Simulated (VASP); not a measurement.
Write the native input for VASP 6.6.1 that does the following.

```yaml
Task: single point
Functional: PBEsol
Potentials_or_basis: VASP PAW PBE potentials, release 64 (La)
Cutoff: 520 eV
k_mesh: 12 × 12 × 4
Occupations: gaussian, width 0.15 eV
Spin: no spin polarisation
Dipole_correction: no
Further_INCAR_settings: ALGO = Fast; EDIFF = 1e-06; NBANDS = 30
```

The structure of La lies in POSCAR:

```
La
1.0
    3.7345000000      0.0000000000      0.0000000000
   -1.8672500000      3.2341718704      0.0000000000
    0.0000000000      0.0000000000     11.4298000000
La
4
Direct
    0.0000000000      0.0000000000      0.0000000000
    0.0000000000      0.0000000000      0.5000000000
    0.3333333333      0.6666666667      0.2500000000
    0.6666666667      0.3333333333      0.7500000000
```

These files were run (other wordings do the same):

INCAR

```
SYSTEM = La
PREC = Accurate ; ENCUT = 520
EDIFF = 1E-6 ; ISMEAR = 0
SIGMA = 0.15 ; LREAL = .FALSE.
LASPH = .TRUE. ; NELM = 100
ALGO = Fast ; ISIF = 2
LWAVE = .FALSE. ; LCHARG = .FALSE.
GGA = PS ; NBANDS = 30
```

KPOINTS

```
regular mesh
0
G
  12 12 4
  0 0 0
```

Potentials or basis: VASP PAW PBE potentials, release 64 (La).

Command:

```sh
$ cat potpaw_PBE.64/La/POTCAR > POTCAR
$ mpirun -np 1 vasp_std > vasp.out
```

It gave:

```
Pressure               : -0.3 GPa
Band gap on the k mesh : zero (bands 22 and 23 overlap by 1.23 eV)
```

Caveat: the PAW data sets were made with another functional, which shifts forces and pressure a little; spin-orbit coupling is left out, which moves the levels of the heavy elements.

Wall time 19 min on 1 thread of AMD EPYC 7R43 64-Core Processor (Zen 3), with other jobs on the host, peak memory 0.37 GiB.
